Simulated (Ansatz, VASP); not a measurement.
# One calculation of NiO, two programs

```
CELL_PARAMETERS angstrom
0.00000 2.10905 2.10905
2.10905 0.00000 2.10905
2.10905 2.10905 0.00000
ATOMIC_POSITIONS crystal
Ni 0.00000 0.00000 0.00000
O 0.50000 0.50000 0.50000
```

Alike in both runs: functional PBE; k mesh 8 × 8 × 8; occupations gaussian, width 0.1 eV; collinear spin.

Ansatz relaxed the structure, and its values are those at the end. VASP's run is a single point on that final structure, the one shown.

```csv
,VASP,Ansatz
version,VASP 6.6.1,Ansatz 0.2.0
potentials or method,"VASP PAW PBE potentials, release 64 (Ni, O), cutoff 600 eV","scalar-relativistic, plane waves, PAW"
valence electrons in the cell,16,24
```

Ansatz gave:

```
gap on the k mesh at the Fermi level (eV)                     : none
pressure (GPa)                                                : 0.2
net moment per atom (μB)                                      : 0.93
size of the moment on the site where the two differ most (μB) : 0.31
```

**Question.** What did VASP give for the same quantities?

**Answer.** gap on the k mesh at the Fermi level (eV): none; pressure (GPa): -0.3; net moment per atom (μB): 0.92; size of the moment on the site where the two differ most (μB): 0.29.

Site moments also hang on the region over which each program counts them. A gap of «none» marks a metal or a gap that the smearing closes. The functional is the same, so the differences come from potentials, cutoffs and numerics. VASP's potentials hold 16 valence electrons a cell and Ansatz's 24, so a difference there can come from the potentials and not from the codes.
